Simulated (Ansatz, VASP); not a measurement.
IrRh5: VASP beside Ansatz

Contents of INCAR:

```
  PREC = Accurate
  ENCUT = 520
  EDIFF = 1E-7
  ISMEAR = 0
  SIGMA = 0.1
  LREAL = False
  LASPH = True
  NELM = 80
  ALGO = Normal
  ISIF = 2
  LWAVE = False
  LCHARG = False
  GGA = PE
  NBANDS = 51
```

Contents of KPOINTS:

```
regular mesh
0
Gamma
  6 6 4
```

POSCAR

```
IrRh5
1.0
    4.6471679700      0.0000000000      0.0000000000
   -2.3235839900      4.0245655200      0.0000000000
    0.0000000000      0.0000000000      4.3862727200
Ir Rh
1 5
Direct
    0.0000000000      0.0000000000      0.0000000000
    0.6666666700      0.3333333300      0.0000000000
    0.3333333300      0.6666666700      0.0000000000
    0.3333333300      0.0000000000      0.5000000000
    0.0000000000      0.3333333300      0.5000000000
    0.6666666700      0.6666666700      0.5000000000
```

Input for Ansatz:

```yaml
crystal:
  lattice:
    - [4.64716797, 0.0, 0.0]
    - [-2.32358399, 4.02456552, 0.0]
    - [0.0, 0.0, 4.38627272]
  atoms:
    - { symbol: Ir, position: [0.0, 0.0, 0.0] }
    - { symbol: Rh, position: [0.66666667, 0.33333333, 0.0] }
    - { symbol: Rh, position: [0.33333333, 0.66666667, 0.0] }
    - { symbol: Rh, position: [0.33333333, 0.0, 0.5] }
    - { symbol: Rh, position: [0.0, 0.33333333, 0.5] }
    - { symbol: Rh, position: [0.66666667, 0.66666667, 0.5] }
basis:
  ecutwfc: 420
kpoints:
  mp_grid: { grid: [6, 6, 4] }
hamiltonian:
  xc: pbe
scf:
  occupations: { method: gaussian, width: 0.1 }
  lower_state_search: "off"
output:
  forces: true
  stress: true
  eigenvalues: true
```

Alike in both runs: task single point; functional PBE; k mesh 6 × 6 × 4; occupations gaussian, width 0.1 eV; no spin polarisation.

|  | VASP | Ansatz |
| --- | --- | --- |
| version | VASP 6.6.1 | Ansatz 0.2.0 |
| potentials or method | VASP PAW PBE potentials, release 64 (Ir, Rh_pv), cutoff 520 eV | scalar-relativistic, plane waves, PAW |
| valence electrons in the cell | 84 | 102 |

```tsv
	VASP	Ansatz	Ansatz less VASP
gap on the k mesh at the Fermi level (eV)	none	none	-
pressure (GPa)	9.9	9.7	-0.13
traceless stress, the component that is largest in VASP (GPa)	-2.64	-2.64	0.000
rms of the force components (eV/Å)	0.021	0.026	+0.0043
```

Atom by atom the forces differ by 0.004 eV/Å (rms over components). A gap of «none» marks a metal or a gap that the smearing closes. VASP's potentials hold 84 valence electrons a cell and Ansatz's 102, so a difference there can come from the potentials and not from the codes.

Spin-orbit coupling is off throughout.
